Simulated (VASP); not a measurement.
# Si2W: single point with RPBE

The system is Si2W.

```
W Si
1.0
    -1.60690    1.60690    3.91495
     1.60690   -1.60690    3.91495
     1.60690    1.60690   -3.91495
W Si
1 2
Cartesian
  0.0000 0.0000 0.0000
  0.0000 0.0000 5.2092
  0.0000 0.0000 2.6207
```

```
Program             : VASP 6.6.1
Task                : single point
Functional          : RPBE
Potentials or basis : VASP PAW PBE potentials, release 64 (W_sv, Si)
Cutoff              : 520 eV
k mesh              : 12 × 12 × 12
Occupations         : fermi-dirac, width 0.05 eV
Spin                : no spin polarisation
```

| Property | Result |
| --- | --- |
| Pressure | 5.8 GPa |
| Largest force | 0.116 eV/Å |
| Band gap on the k mesh | zero (bands 11 and 12 overlap by 1.30 eV) |

Forces in eV/Å, atoms in the order of the input:
```
W    0.000  0.000  0.000
Si   0.000  0.000  0.116
Si   0.000  0.000 -0.116
```

Stress tensor (GPa, compression positive):
```
5.60 0.00 0.00
0.00 5.60 0.00
0.00 0.00 6.20
```

Levels at points of the mesh, in eV from the Fermi level:
```csv
k point,band 8,band 9,band 10,band 11,band 12,band 13,band 14,band 15
"(0.00, 0.00, 0.00)",-3.33,-2.86,-2.86,0.59,2.76,2.86,3.04,3.04
"(0.50, 0.00, 0.00)",-4.90,-2.82,-2.77,-0.46,2.72,2.77,3.92,4.45
"(0.50, 0.50, 0.00)",-5.49,-5.04,-3.27,-1.81,2.79,2.98,3.14,3.89
"(0.50, 0.50, 0.50)",-2.59,-0.86,-0.86,-0.51,-0.51,0.77,4.52,4.96
```

Wall time 3.2 min on 1 thread of Intel(R) Xeon(R) Platinum 8375C CPU @ 2.90GHz (Ice Lake) (shared host), peak memory 0.28 GiB.

Caveat: the cell stands under pressure; the PAW data sets were made with another functional, which shifts forces and pressure a little; spin-orbit coupling is left out, which moves the levels of the heavy elements.
